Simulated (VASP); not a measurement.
Runs of VASP 6.6.1 on Au. The structure is that of space group Pm-3m (No. 221), or close to it. The cells are those of the table. This isn't the form of Au at room conditions, which is fcc.

```csv
task,cell,cutoff (eV),gap on the mesh (eV),pressure (GPa)
relaxation of cell and atoms,"relaxed to 45 GPa from a = 2.650 Å, 1 atom",600,none,45.0
single point,"a = 2.654 Å, 1 atom",520,none,14.8
single point,"a = 2.547 Å, 1 atom",520,none,(a)
relaxation of cell and atoms,"relaxed to 15 GPa from a = 2.650 Å, 1 atom",600,none,15.0
single point,"a = 2.748 Å, 1 atom",520,none,-0.2
```

Alike in all rows: level PBE; potentials or basis VASP PAW PBE potentials, release 64 (Au); no spin polarisation; k mesh 17 × 17 × 17; smearing methfessel-paxton 0.05 eV.

Question: Fill in the values left out.

Answer: (a) 44.6.

Caveats: spin-orbit coupling is left out, which moves the levels of the heavy elements; the cell is relaxed towards a set pressure, so the run minimises the enthalpy, not the energy (at least some runs); the cell stands under pressure (at least some runs).

A k mesh can miss the band edges, and the runs leave out spin-orbit coupling on Au.

A gap of «none» marks levels without a gap at the run's occupations.
